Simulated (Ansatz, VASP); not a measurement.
## One calculation of HgTe, two programs

File INCAR:

```
SYSTEM = HgTe
ALGO = Normal
EDIFF = 1E-6
EDIFFG = -0.001
ENCUT = 600
GGA = PE
IBRION = 2
ISIF = 3
ISMEAR = -1
LASPH = .TRUE.
LCHARG = .FALSE.
LREAL = .FALSE.
LWAVE = .FALSE.
NELM = 80
NSW = 80
PREC = Accurate
SIGMA = 0.15
```

File KPOINTS:

```
k-points
0
G
  12 12 12
  0 0 0
```

Contents of POSCAR:

```
HgTe
1.0
    0.0000000000      3.3247980831      3.3247980831
    3.3247980831      0.0000000000      3.3247980831
    3.3247980831      3.3247980831      0.0000000000
Hg Te
1 1
Direct
    0.0000000000      0.0000000000      0.0000000000
    0.7500000000      0.7500000000      0.7500000000
```

Input for Ansatz:

```yaml
crystal:
  lattice:
    - [0.0, 3.3247980867, 3.3247980867]
    - [3.3247980867, 0.0, 3.3247980867]
    - [3.3247980867, 3.3247980867, 0.0]
  atoms:
    - { symbol: Hg, position: [0.0, 0.0, 0.0] }
    - { symbol: Te, position: [0.75, 0.75, 0.75] }
basis:
  ecutwfc: 420
kpoints:
  mp_grid: { grid: [12, 12, 12] }
hamiltonian:
  xc: pbe
scf:
  occupations: { method: fermi_dirac, width: 0.15 }
output:
  forces: true
  stress: true
  eigenvalues: true
  write_density: true
  write_potential: true
  elf: true
  volumetric_format: npy
relax:
  adjacent_minimum: "off"
  f_tol: 0.001
  max_steps: 60
  cell: { stress_tol: 0.01 }
```

Alike in both runs: task relaxation of cell and atoms; functional PBE; k mesh 12 × 12 × 12; occupations fermi-dirac, width 0.15 eV; no spin polarisation.

|  | VASP | Ansatz |
| --- | --- | --- |
| version | VASP 6.6.1 | Ansatz 0.2.0 |
| potentials or method | VASP PAW PBE potentials, release 64 (Hg, Te), cutoff 600 eV | scalar-relativistic, plane waves, PAW |
| valence electrons in the cell | 18 | 36 |

Ansatz gave:

- gap on the k mesh at the Fermi level, each at its own relaxed structure (eV): none
- relaxed volume (Å³/atom): 36.81
- relaxed cell length with the largest relative difference (Å): 4.704

Which values does VASP return?

gap on the k mesh at the Fermi level, each at its own relaxed structure (eV): none; relaxed volume (Å³/atom): 36.87; relaxed cell length with the largest relative difference (Å): 4.707.

A gap of «none» marks a metal or a gap that the smearing closes. VASP's potentials hold 18 valence electrons a cell and Ansatz's 36, so a difference there can come from the potentials and not from the codes.

Spin-orbit coupling is off throughout.
